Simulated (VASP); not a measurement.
# Si (Fd-3m) in VASP: a series of runs, part 2 of 2

VASP 6.6.1.

## (3) Single point, PBEsol

This run uses another cell than the first one, of 20.06 Å³/atom.

INCAR

```
SYSTEM = Si
PREC = Accurate ; ENCUT = 500
EDIFF = 1E-6 ; ISMEAR = 0
SIGMA = 0.02 ; LREAL = .False.
LASPH = .True. ; NELM = 120
ALGO = Normal ; ISIF = 2
LWAVE = .False. ; LCHARG = .False.
GGA = PS ; NBANDS = 11
GGA_COMPAT = .False.
```

KPOINTS

```
regular mesh
0
Gamma
  8 8 8
  0 0 0
```

POSCAR

```
Si
1.0
    0.0000000000      2.7169169100      2.7169169100
    2.7169169100      0.0000000000      2.7169169100
    2.7169169100      2.7169169100      0.0000000000
Si
2
Direct
    0.0000000000      0.0000000000      0.0000000000
    0.2500000000      0.2500000000      0.2500000000
```

Potentials or basis: VASP PAW PBE potentials, release 64 (Si).

Command:

```
cat potpaw_PBE.64/Si/POTCAR > POTCAR
mpirun -np 1 vasp_std > vasp.out
```

OUTCAR:

```text
SYSTEM = Si
   PREC = Accurate
   ENCUT = 500
   EDIFF = 1E-6
   ISMEAR = 0
   LREAL = .False.
   LASPH = .True.
   NELM = 120
   ISIF = 2
   GGA = PS

 ion  position               nearest neighbor table
   1  0.000  0.000  0.000-   2 2.35   2 2.35   2 2.35   2 2.35
   2  0.250  0.250  0.250-   1 2.35   1 2.35   1 2.35   1 2.35

  LATTYP: Found a face centered cubic cell.
 ALAT       =     5.4338338200

  Lattice vectors:

 A1 = (   0.0000000000,   2.7169169100,   2.7169169100)
 A2 = (   2.7169169100,   0.0000000000,   2.7169169100)
 A3 = (   2.7169169100,   2.7169169100,   0.0000000000)

Analysis of symmetry for initial positions (statically):
=====================================================================
 Subroutine PRICEL returns:
 Original cell was already a primitive cell.

 Routine SETGRP: Setting up the symmetry group for a
 face centered cubic supercell.

 Subroutine GETGRP returns: Found 48 space group operations
 (whereof 24 operations were pure point group operations)
 out of a pool of 48 trial point group operations.

The static configuration has the point symmetry T_d .
 The point group associated with its full space group is O_h .

Analysis of symmetry for dynamics (positions and initial velocities):
[... 165 lines left out ...]
 Fermi energy:         5.9279949948

 k-point     1 :       0.0000    0.0000    0.0000
  band No.  band energies     occupation
      1      -6.2048      2.00000
      2       5.7741      2.00000
      3       5.7741      2.00000
      4       5.7741      2.00000
      5       8.2900      0.00000
      6       8.2900      0.00000
      7       8.2900      0.00000
      8       9.0785      0.00000
      9      13.4608      0.00000
     10      13.4608      0.00000
     11      13.4767      0.00000
[... 309 lines left out ...]
 k-point    24 :      -0.3750    0.2500    0.1250
  band No.  band energies     occupation
      1      -3.3201      2.00000
      2      -1.0366      2.00000
      3       2.2892      2.00000
      4       3.5931      2.00000
      5       8.7708      0.00000
      6       8.8113      0.00000
      7      11.6293      0.00000
      8      12.8063      0.00000
      9      13.0926      0.00000
     10      16.2532      0.00000
     11      17.3861      0.00000

 [... further k-points ...]
[... 5 lines left out ...]
  --------------------------------------------------------------------------------------
  -------------------------------------------------------------------------------------
  Total        0.0269853      0.0269853      0.0269853      0.0000000     -0.0000000      0.0000000
  in kB        1.0779018      1.0779018      1.0779018      0.0000000     -0.0000000      0.0000000
  external PRESSURE =       1.0779018 kB  Pullay stress =       0.0000000 kB

 VOLUME and BASIS-vectors are now :
 -----------------------------------------------------------------------------
  energy-cutoff  :      500.00
  volume of cell :       40.11
      direct lattice vectors                 reciprocal lattice vectors
     0.000000000  2.716916910  2.716916910    -0.184032128  0.184032128  0.184032128
     2.716916910  0.000000000  2.716916910     0.184032128 -0.184032128  0.184032128
     2.716916910  2.716916910  0.000000000     0.184032128  0.184032128 -0.184032128

 POSITION                                       TOTAL-FORCE (eV/Angst)
 -----------------------------------------------------------------------------------
      0.00000      0.00000      0.00000         0.000000      0.000000      0.000000
      1.35846      1.35846      1.35846        -0.000000     -0.000000     -0.000000
 -----------------------------------------------------------------------------------
    total drift:                                0.000000      0.000000     -0.000000

  FREE ENERGIE OF THE ION-ELECTRON SYSTEM (eV)
  ---------------------------------------------------
  free  energy   TOTEN  =       -11.4891638645 eV

  energy  without entropy=      -11.4891638645  energy(sigma->0) =      -11.48916386
```

stdout:

```text
POSCAR found type information on POSCAR Si
 POSCAR found :  1 types and       2 ions
 scaLAPACK will be used
 -----------------------------------------------------------------------------
|                                                                             |
|                                                                             |
|     You enforced a specific xc type in the INCAR file but a different       |
|     I HOPE YOU KNOW WHAT YOU ARE DOING!                                     |
|                                                                             |
 -----------------------------------------------------------------------------

 LDA part: xc-table for (Slater+PW92), standard interpolation
 POSCAR, INCAR and KPOINTS ok, starting setup
 FFT: planning ... GRIDC
 FFT: planning ... GRID_SOFT
 FFT: planning ... GRID
 WAVECAR not read
 entering main loop
```

It took 13 s on 1 thread of Intel Xeon 8259CL, shared host; peak memory 0.15 GiB.

What came out:

```
Free energy            : -11.4892 eV
Pressure               : 0.1 GPa
Band gap on the k mesh : 0.51 eV (least direct gap 2.52 eV)
```

Caveat: the PAW data sets were made with another functional, which shifts forces and pressure a little. As with any semilocal functional, this PBEsol gap is likely too small.

## (4) Relaxation of cell and atoms, PBEsol

INCAR

```
PREC = Accurate
ENCUT = 500
EDIFF = 1E-7
ISMEAR = 0
SIGMA = 0.02
LREAL = False
LASPH = True
NELM = 120
ALGO = Normal
ISIF = 3
LWAVE = False
LCHARG = False
GGA = PS
IBRION = 2
NSW = 100
EDIFFG = -0.005
GGA_COMPAT = False
NELMIN = 4
```

KPOINTS

```
Automatic mesh
0
Gamma
  8 8 8
```

POSCAR

```
Si
1.0
    0.0000000000      2.7221665085      2.7221665085
    2.7221665085      0.0000000000      2.7221665085
    2.7221665085      2.7221665085      0.0000000000
Si
2
Direct
    0.0000000000      0.0000000000      0.0000000000
    0.2500000000      0.2500000000      0.2500000000
```

Command:

```
cat potpaw_PBE.64/Si/POTCAR > POTCAR
mpirun -np 1 vasp_std > vasp.out
```

It took 27 s on 1 thread of Intel Xeon 8259CL, shared host; peak memory 0.15 GiB.

It converged, with:

```
Free energy                           : -11.4892 eV
Relaxed volume                        : 20.08 Å³/atom
Relaxed cell                          : a = 3.844 Å, b = 3.844 Å, c = 3.844 Å, α = 60.00°, β = 60.00°, γ = 60.00°
Space group after relaxing (to 0.1 Å) : Fd-3m (No. 227)
Energy gained by relaxing             : 0.1 meV/atom
Ionic steps                           : 3
Pressure after relaxing               : 0.0 GPa
Band gap on the k mesh                : 0.51 eV (least direct gap 2.52 eV)
```

Step by step:
```tsv
step	energy change (eV)	largest force (eV/Å)	pressure (GPa)	volume (Å³)
1	0.0000	0.0000	-0.44	40.34
2	-0.0001	0.0000	0.31	40.02
3	-0.0003	0.0000	0.01	40.15
```

Final structure:
```
Si
1.0
     0.00000    2.71787    2.71787
     2.71787    0.00000    2.71787
     2.71787    2.71787    0.00000
Si
2
Direct
  0.00000 0.00000 0.00000
  0.25000 0.25000 0.25000
```

Levels at points of the mesh, in eV from the valence-band top:
| k point | band 2 | band 3 | band 4 | band 5 | band 6 | band 7 |
| --- | --- | --- | --- | --- | --- | --- |
| (0.00, 0.00, 0.00) | 0.00 | 0.00 | 0.00 | 2.52 | 2.52 | 2.52 |
| (0.50, 0.00, 0.00) | -7.00 | -1.20 | -1.20 | 1.46 | 3.27 | 3.27 |
| (0.50, 0.50, 0.00) | -7.82 | -2.87 | -2.87 | 0.59 | 0.59 | 10.04 |

Caveat: the PAW data sets were made with another functional, which shifts forces and pressure a little. A k mesh can miss the band edges.

## (5) Overview

| task | cell | k mesh | smearing | gap on the mesh (eV) | pressure (GPa) |
| --- | --- | --- | --- | --- | --- |
| single point | a = 3.850 Å, angles 60.0°, 2 atoms | 6 × 6 × 6 | gaussian 0.1 eV | 0.60 | -0.4 |
| single point | a = 3.842 Å, angles 60.0°, 2 atoms | 8 × 8 × 8 | gaussian 0.02 eV | 0.51 | 0.1 |
| relaxation of cell and atoms | relaxed from a = 3.850 Å, angles 60.0°, 2 atoms | 8 × 8 × 8 | gaussian 0.02 eV | 0.51 | 0.0 |

Alike in all rows: level PBEsol; potentials or basis VASP PAW PBE potentials, release 64 (Si); no spin polarisation; cutoff (eV) 500.

Caveats: the PAW data sets were made with another functional, which shifts forces and pressure a little.

Total energies depend on the potentials used, so only differences within one code and one set of settings carry meaning.
